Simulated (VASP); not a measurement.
Wanted: the native input for a VASP 6.6.1 run.

* Task: single point
* Functional: PBE
* Potentials or basis: VASP PAW PBE potentials, release 64 (Zn, Cd, Se, S)
* Cutoff: 520 eV
* k mesh: 4 × 4 × 1
* Occupations: gaussian, width 0.1 eV
* Spin: no spin polarisation
* Dipole correction: no
* Further INCAR settings: ALGO = Normal; EDIFF = 1e-07; NBANDS = 46

The structure of ZnCd3Se3S lies in POSCAR:

```
ZnCd3Se3S
1.0
    4.2199461756      0.0000000000      0.0000000000
    0.0000000000      4.2461028696      0.0000000000
    0.0000000000      0.0000000000     12.1037144623
Zn Cd Se S
1 3 3 1
Direct
    0.0000000000      0.0000000000      0.9910984217
    0.0000000000      0.0000000000      0.5035498887
    0.5000000000      0.5000000000      0.2360647178
    0.5000000000      0.5000000000      0.7706231637
    0.0000000000      0.5000000000      0.6364647200
    0.5000000000      0.0000000000      0.3691453387
    0.0000000000      0.5000000000      0.1014851927
    0.5000000000      0.0000000000      0.8915685566
```

These files were run (other wordings do the same):

INCAR

```
PREC = Accurate
ENCUT = 520
EDIFF = 1E-7
ISMEAR = 0
SIGMA = 0.1
LREAL = False
LASPH = True
NELM = 80
ALGO = Normal
ISIF = 2
LWAVE = False
LCHARG = False
GGA = PE
NBANDS = 46
```

KPOINTS

```
regular mesh
0
Gamma
  4 4 1
```

Potentials or basis: VASP PAW PBE potentials, release 64 (Zn, Cd, Se, S).

Run with:

```sh
$ cat potpaw_PBE.64/Zn/POTCAR potpaw_PBE.64/Cd/POTCAR potpaw_PBE.64/Se/POTCAR potpaw_PBE.64/S/POTCAR > POTCAR
$ mpirun -np 1 vasp_std > vasp.out
```

Results of the run:

- Pressure: 0.3 GPa
- Largest force: 0.038 eV/Å
- Band gap on the k mesh: 0.64 eV

Caveat: the k points lie up to 0.52 Å⁻¹ apart.

Run time: 3.3 min on 1 thread of Intel Xeon 8259CL, with other jobs on the host, peak memory 0.34 GiB.
